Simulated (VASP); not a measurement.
Crystal: Si.

```
Si
1.0
    -2.32296    2.32296    1.30213
     2.32296   -2.32296    1.30213
     2.32296    2.32296   -1.30213
Si
2
Direct
  0.50000 0.50000 0.00000
  0.25000 0.75000 0.50000
```

This cell differs from its parent crystal: volume scaled by 0.94.

Program: VASP 6.6.1. Alike in all runs: task single point; no spin polarisation; cell as given; k mesh 11 × 11 × 11; cutoff (eV) 520; smearing fermi-dirac 0.05 eV.

Question: Order these runs on this cell by their pressure, lowest first.
A. level PBE; potentials or basis VASP PAW PBE potentials, release 64 (Si)
B. level LDA; potentials or basis VASP PAW LDA potentials, release 64 (Si)
C. level PBEsol; potentials or basis VASP PAW PBE potentials, release 64 (Si)

Answer: B (7.3 GPa), C (9.3 GPa), A (11.8 GPa).

Caveats: the PAW data sets were made with another functional, which shifts forces and pressure a little (some runs).
